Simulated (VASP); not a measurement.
# Li (R-3m) in VASP: notebook, part 2 of 2

VASP 6.6.1.

## Step 3: Electric field gradients, LDA (21.49 Å³/atom)

INCAR

```
PREC = Accurate ; ENCUT = 520
EDIFF = 1E-8 ; ISMEAR = -1
SIGMA = 0.08 ; LREAL = F
LASPH = T ; NELM = 60
ALGO = Normal ; ISIF = 2
LWAVE = F ; LCHARG = F
LEFG = T ; NBANDS = 12
```

KPOINTS

```
Automatic mesh
0
Gamma
  12 12 12
```

POSCAR

```
Li
1.0
    1.5607674700      0.9011095189      7.6385551070
   -1.5607674700      0.9011095189      7.6385551070
    0.0000000000     -1.8022190380      7.6385551070
Li
3
Direct
    0.0000000000      0.0000000000      0.0000000000
    0.2220000000      0.2220000000      0.2220000000
    0.7780000000      0.7780000000      0.7780000000
```

Potentials or basis: VASP PAW LDA potentials, release 64 (Li_sv).

Command:

```
$ cat potpaw_LDA.64/Li_sv/POTCAR > POTCAR
$ mpirun -np 1 vasp_std > vasp.out
```

OUTCAR:

```text
PREC = Accurate
   ENCUT = 520
   EDIFF = 1E-8
   ISMEAR = -1
   LREAL = F
   LASPH = T
   NELM = 60
   ISIF = 2

 ion  position               nearest neighbor table
   1  0.000  0.000  0.000-
   2  0.222  0.222  0.222-
   3  0.778  0.778  0.778-

  LATTYP: Found a trigonal (rhomboedric) cell.
 ALAT       =     7.8482811865
 COS(alpha) =     0.9209034946

  Lattice vectors:

 A1 = (   1.5607674700,   0.9011095189,   7.6385551070)
 A2 = (  -1.5607674700,   0.9011095189,   7.6385551070)
 A3 = (   0.0000000000,  -1.8022190380,   7.6385551070)

Analysis of symmetry for initial positions (statically):
=====================================================================
 Subroutine PRICEL returns:
 Original cell was already a primitive cell.

 Routine SETGRP: Setting up the symmetry group for a
 trigonal (rhombohedral) supercell.

 Subroutine GETGRP returns: Found 12 space group operations
 (whereof 12 operations were pure point group operations)
 out of a pool of 12 trial point group operations.

The static configuration has the point symmetry D_3d.

Analysis of symmetry for dynamics (positions and initial velocities):
=====================================================================
 Subroutine PRICEL returns:
 Original cell was already a primitive cell.

 Routine SETGRP: Setting up the symmetry group for a
 trigonal (rhombohedral) supercell.

 Subroutine GETGRP returns: Found 12 space group operations
 (whereof 12 operations were pure point group operations)
 out of a pool of 12 trial point group operations.
[... 502 lines left out ...]
 k-point    24 :      -0.4167    0.1667    0.0000
  band No.  band energies     occupation
      1     -45.2786      2.00000
      2     -45.2699      2.00000
      3     -45.2682      2.00000
      4       0.8072      0.01710
      5       1.5603      0.00000
      6       1.8402      0.00000
      7       3.9464      0.00000
      8       4.1780      0.00000
      9       4.7657      0.00000
     10       6.5556      0.00000
     11       7.0759      0.00000
     12       8.6618      0.00000

 [... further k-points ...]
[... 5 lines left out ...]
  --------------------------------------------------------------------------------------
  -------------------------------------------------------------------------------------
  Total       -0.6231675     -0.6231675     -0.6904440      0.0000000      0.0000000      0.0000000
  in kB      -15.4894906    -15.4894906    -17.1617190      0.0000000      0.0000000      0.0000000
  external PRESSURE =     -16.0469001 kB  Pullay stress =       0.0000000 kB

 VOLUME and BASIS-vectors are now :
 -----------------------------------------------------------------------------
  energy-cutoff  :      520.00
  volume of cell :       64.46
      direct lattice vectors                 reciprocal lattice vectors
     1.560767470  0.901109519  7.638555107     0.320355216  0.184957170  0.043638270
    -1.560767470  0.901109519  7.638555107    -0.320355216  0.184957170  0.043638270
     0.000000000 -1.802219038  7.638555107     0.000000000 -0.369914340  0.043638270

 POSITION                                       TOTAL-FORCE (eV/Angst)
 -----------------------------------------------------------------------------------
      0.00000      0.00000      0.00000        -0.000000     -0.000000      0.000000
      0.00000     -0.00000      5.08728         0.000000     -0.000000      0.008150
      0.00000     -0.00000     17.82839         0.000000      0.000000     -0.008150
 -----------------------------------------------------------------------------------
    total drift:                               -0.000000     -0.000000      0.000000

  FREE ENERGIE OF THE ION-ELECTRON SYSTEM (eV)
  ---------------------------------------------------
  free  energy   TOTEN  =        -6.1195494593 eV

  energy  without entropy=       -6.0891638026  energy(sigma->0) =       -6.10435663

 Electric field gradients (V/A^2)
---------------------------------------------------------------------
 ion       V_xx      V_yy      V_zz      V_xy      V_xz      V_yz
---------------------------------------------------------------------
   1      -0.025    -0.025     0.050    -0.000    -0.000     0.000
   2      -0.031    -0.031     0.061     0.000    -0.000     0.000
   3      -0.031    -0.031     0.061    -0.000    -0.000     0.000
---------------------------------------------------------------------

 Electric field gradients after diagonalization (V/A^2)
 (convention: |V_zz| > |V_xx| > |V_yy|)
----------------------------------------------------------------------
 ion       V_xx      V_yy      V_zz     asymmetry (V_yy - V_xx)/ V_zz
----------------------------------------------------------------------
   1      -0.025    -0.025     0.050       0.000
   2      -0.031    -0.031     0.061       0.000
   3      -0.031    -0.031     0.061       0.000
----------------------------------------------------------------------

           NMR quadrupolar parameters

 Cq : quadrupolar parameter    Cq=e*Q*V_zz/h
 eta: asymmetry parameters     (V_yy - V_xx)/ V_zz
 Q  : nuclear electric quadrupole moment in mb (millibarn)
----------------------------------------------------------------------
 ion       Cq(MHz)       eta       Q (mb)
----------------------------------------------------------------------
   1       0.000       0.000       1.000
   2       0.000       0.000       1.000
   3       0.000       0.000       1.000
----------------------------------------------------------------------
```

OSZICAR:

```text
N       E                     dE             d eps       ncg     rms          rms(c)
DAV:   1     0.256295810237E+02    0.25630E+02   -0.34668E+03  4536   0.642E+02
DAV:   2     0.137905775556E+00   -0.25492E+02   -0.24700E+02  5424   0.148E+02
DAV:   3    -0.601274808604E+01   -0.61507E+01   -0.60989E+01  8632   0.386E+01
DAV:   4    -0.612214459843E+01   -0.10940E+00   -0.10928E+00  6100   0.892E+00
DAV:   5    -0.612465515381E+01   -0.25106E-02   -0.25103E-02  7072   0.109E+00    0.447E-01
DAV:   6    -0.612124802748E+01    0.34071E-02   -0.17589E-03  8256   0.200E-01    0.249E-01
DAV:   7    -0.611953586317E+01    0.17122E-02   -0.18540E-03  8732   0.222E-01    0.372E-02
DAV:   8    -0.611954571369E+01   -0.98505E-05   -0.22926E-04  6016   0.114E-01    0.230E-02
DAV:   9    -0.611954944989E+01   -0.37362E-05   -0.22125E-05  7352   0.225E-02    0.173E-03
DAV:  10    -0.611954945929E+01   -0.93939E-08   -0.81332E-08  6172   0.195E-03
   1 F= -.61195495E+01 E0= -.61043566E+01  d E =-.303857E-01
```

It took 30 min on 1 thread of AMD EPYC, shared host; peak memory 0.35 GiB.

What came out:

* Free energy: -6.1195 eV
* Largest force: 0.008 eV/Å
* Band gap on the k mesh: zero (an odd number of electrons rules out a gap without spin polarisation)
* Largest electric field gradient by atom: Li +0.05, +0.06 (each value once) V/Å²

Forces on the atoms (eV/Å):
```
Li   0.000  0.000  0.000
Li   0.000  0.000  0.008
Li   0.000  0.000 -0.008
```

Caveat: the cutoff is under 1.25 times the usual one of these potentials, so pressure, stress and relaxed cells hold a basis-set (Pulay) error; without QUAD_EFG the Cq values of the log hold for a quadrupole moment of 1 mb, not for the nuclei.

## Step 4: Electric field gradients, LDA (22.33 Å³/atom)

This run uses another cell than the first one, of 22.33 Å³/atom.

INCAR

```
SYSTEM = Li
PREC     = Accurate       ! precision mode
ENCUT    = 520            ! plane-wave cutoff, eV
EDIFF    = 1E-8           ! SCF threshold, eV
ISMEAR   = -1             ! smearing method
SIGMA    = 0.08           ! smearing width, eV
LREAL    = .FALSE.        ! projectors in reciprocal space
LASPH    = .TRUE.         ! aspherical terms in the spheres
NELM     = 80             ! most SCF steps
ALGO     = Normal         ! electronic algorithm
ISIF     = 2              ! what is computed and relaxed
LWAVE    = .FALSE.        ! write WAVECAR
LCHARG   = .FALSE.        ! write CHGCAR
LEFG     = .TRUE.       
NBANDS   = 12             ! bands
```

KPOINTS

```
Automatic mesh
0
G
  12 12 12
  0 0 0
```

POSCAR

```
Li
1.0
    1.5809086266      0.9127380211      7.7371279804
   -1.5809086266      0.9127380211      7.7371279804
    0.0000000000     -1.8254760423      7.7371279804
Li
3
Direct
    0.0000000000      0.0000000000      0.0000000000
    0.2220000000      0.2220000000      0.2220000000
    0.7780000000      0.7780000000      0.7780000000
```

Potentials or basis: VASP PAW LDA potentials, release 64 (Li_sv).

Command:

```
$ cat potpaw_LDA.64/Li_sv/POTCAR > POTCAR
$ mpirun -np 1 vasp_std > vasp.out
```

OUTCAR:

```text
SYSTEM = Li
   PREC = Accurate
   ENCUT = 520
   EDIFF = 1E-8
   ISMEAR = -1
   LREAL = .FALSE.
   LASPH = .TRUE.
   NELM = 80
   ISIF = 2

 ion  position               nearest neighbor table
   1  0.000  0.000  0.000-
   2  0.222  0.222  0.222-
   3  0.778  0.778  0.778-

  LATTYP: Found a trigonal (rhomboedric) cell.
 ALAT       =     7.9495605014
 COS(alpha) =     0.9209034946

  Lattice vectors:

[... 577 lines left out ...]
  free  energy   TOTEN  =        -6.0930308556 eV

  energy  without entropy=       -6.0622315832  energy(sigma->0) =       -6.07763122

 Electric field gradients (V/A^2)
---------------------------------------------------------------------
 ion       V_xx      V_yy      V_zz      V_xy      V_xz      V_yz
---------------------------------------------------------------------
   1      -0.023    -0.023     0.047    -0.000    -0.000     0.000
   2      -0.028    -0.028     0.055    -0.000    -0.000     0.000
   3      -0.028    -0.028     0.055    -0.000    -0.000     0.000
---------------------------------------------------------------------

 Electric field gradients after diagonalization (V/A^2)
 (convention: |V_zz| > |V_xx| > |V_yy|)
----------------------------------------------------------------------
 ion       V_xx      V_yy      V_zz     asymmetry (V_yy - V_xx)/ V_zz
----------------------------------------------------------------------
   1      -0.023    -0.023     0.047       0.000
   2      -0.028    -0.028     0.055       0.000
   3      -0.028    -0.028     0.055       0.000
----------------------------------------------------------------------

           NMR quadrupolar parameters

 Cq : quadrupolar parameter    Cq=e*Q*V_zz/h
 eta: asymmetry parameters     (V_yy - V_xx)/ V_zz
 Q  : nuclear electric quadrupole moment in mb (millibarn)
----------------------------------------------------------------------
 ion       Cq(MHz)       eta       Q (mb)
----------------------------------------------------------------------
   1       0.000       0.000       1.000
   2       0.000       0.000       1.000
   3       0.000       0.000       1.000
----------------------------------------------------------------------
```

stdout:

```text
POSCAR found type information on POSCAR Li
 POSCAR found :  1 types and       3 ions
 scaLAPACK will be used
 LDA part: xc-table for (Slater(with rela. corr.)+CA(PZ))
 , standard interpolation
 POSCAR, INCAR and KPOINTS ok, starting setup
 FFT: planning ... GRIDC
 FFT: planning ... GRID_SOFT
 FFT: planning ... GRID
 WAVECAR not read
 entering main loop
ion   1

ion   2

ion   3
```

It took 27 min on 1 thread of AMD EPYC, shared host; peak memory 0.36 GiB.

Results:

| Quantity | Value |
| --- | --- |
| Free energy | -6.0930 eV |
| Largest force | 0.007 eV/Å |
| Band gap on the k mesh | zero (an odd number of electrons rules out a gap without spin polarisation) |
| Largest electric field gradient by atom | Li +0.05, +0.06 (each value once) V/Å² |

Forces in eV/Å, atoms in the order of the input:
```
Li   0.000  0.000  0.000
Li   0.000  0.000  0.007
Li   0.000  0.000 -0.007
```

Caveat: the cutoff is under 1.25 times the usual one of these potentials, so pressure, stress and relaxed cells hold a basis-set (Pulay) error; without QUAD_EFG the Cq values of the log hold for a quadrupole moment of 1 mb, not for the nuclei.

## Step 5: Electric field gradients, LDA

This run uses another cell than the first one, of 21.06 Å³/atom.

INCAR

```
PREC     = Accurate       # precision mode
ENCUT    = 520            # plane-wave cutoff, eV
EDIFF    = 1E-8           # SCF threshold, eV
ISMEAR   = -1             # smearing method
SIGMA    = 0.08           # smearing width, eV
LREAL    = False          # projectors in reciprocal space
LASPH    = True           # aspherical terms in the spheres
NELM     = 100            # most SCF steps
ALGO     = Normal         # electronic algorithm
ISIF     = 2              # what is computed and relaxed
LWAVE    = False          # write WAVECAR
LCHARG   = False          # write CHGCAR
LEFG     = True         
NBANDS   = 12             # bands
```

KPOINTS

```
Automatic mesh
0
Gamma
  12 12 12
```

POSCAR

```
Li
1.0
    1.5504989657      0.8951809952      7.5883000000
   -1.5504989657      0.8951809952      7.5883000000
    0.0000000000     -1.7903619905      7.5883000000
Li
3
Direct
    0.0000000000      0.0000000000      0.0000000000
    0.2220000000      0.2220000000      0.2220000000
    0.7780000000      0.7780000000      0.7780000000
```

Potentials or basis: VASP PAW LDA potentials, release 64 (Li_sv).

Command:

```
$ cat potpaw_LDA.64/Li_sv/POTCAR > POTCAR
$ mpirun -np 1 vasp_std > vasp.out
```

OUTCAR:

```text
PREC = Accurate
   ENCUT = 520
   EDIFF = 1E-8
   ISMEAR = -1
   LREAL = False
   LASPH = True
   NELM = 100
   ISIF = 2

 ion  position               nearest neighbor table
   1  0.000  0.000  0.000-
   2  0.222  0.222  0.222-
   3  0.778  0.778  0.778-

  LATTYP: Found a trigonal (rhomboedric) cell.
 ALAT       =     7.7966462628
 COS(alpha) =     0.9209034946

  Lattice vectors:

[... 577 lines left out ...]
  ---------------------------------------------------
  free  energy   TOTEN  =        -6.1306084513 eV

  energy  without entropy=       -6.1004355978  energy(sigma->0) =       -6.11552202

 Electric field gradients (V/A^2)
---------------------------------------------------------------------
 ion       V_xx      V_yy      V_zz      V_xy      V_xz      V_yz
---------------------------------------------------------------------
   1      -0.025    -0.025     0.051    -0.000    -0.000     0.000
   2      -0.032    -0.032     0.064     0.000     0.000     0.000
   3      -0.032    -0.032     0.064    -0.000     0.000     0.000
---------------------------------------------------------------------

 Electric field gradients after diagonalization (V/A^2)
 (convention: |V_zz| > |V_xx| > |V_yy|)
----------------------------------------------------------------------
 ion       V_xx      V_yy      V_zz     asymmetry (V_yy - V_xx)/ V_zz
----------------------------------------------------------------------
   1      -0.025    -0.025     0.051       0.000
   2      -0.032    -0.032     0.064       0.000
   3      -0.032    -0.032     0.064       0.000
----------------------------------------------------------------------

           NMR quadrupolar parameters

 Cq : quadrupolar parameter    Cq=e*Q*V_zz/h
 eta: asymmetry parameters     (V_yy - V_xx)/ V_zz
 Q  : nuclear electric quadrupole moment in mb (millibarn)
----------------------------------------------------------------------
 ion       Cq(MHz)       eta       Q (mb)
----------------------------------------------------------------------
   1       0.000       0.000       1.000
   2       0.000       0.000       1.000
   3       0.000       0.000       1.000
----------------------------------------------------------------------
```

It took 19 min on 1 thread of Intel Xeon 8259CL, shared host; peak memory 0.39 GiB.

Results:

| Quantity | Value |
| --- | --- |
| Free energy | -6.1306 eV |
| Largest force | 0.009 eV/Å |
| Band gap on the k mesh | zero (an odd number of electrons rules out a gap without spin polarisation) |
| Largest electric field gradient by atom | Li +0.05, +0.06 (each value once) V/Å² |

Forces in eV/Å, atoms in the order of the input:
```
Li   0.000  0.000  0.000
Li   0.000  0.000  0.009
Li   0.000  0.000 -0.009
```

Caveat: the cutoff is under 1.25 times the usual one of these potentials, so pressure, stress and relaxed cells hold a basis-set (Pulay) error; without QUAD_EFG the Cq values of the log hold for a quadrupole moment of 1 mb, not for the nuclei.

## Step 6: Overview

```tsv
cell	gap on the mesh (eV)	largest force (eV/Å)
a = 7.848 Å, angles 22.9°, 3 atoms	none	0.01
a = 7.950 Å, angles 22.9°, 3 atoms	none	0.01
a = 7.797 Å, angles 22.9°, 3 atoms	none	0.01
```

Alike in all rows: task electric field gradients; level LDA; potentials or basis VASP PAW LDA potentials, release 64 (Li_sv); no spin polarisation; k mesh 12 × 12 × 12; cutoff (eV) 520; smearing fermi-dirac 0.08 eV.

Caveats: the cutoff is under 1.25 times the usual one of these potentials, so pressure, stress and relaxed cells hold a basis-set (Pulay) error.

Total energies depend on the potentials used, so only differences within one code and one set of settings carry meaning.
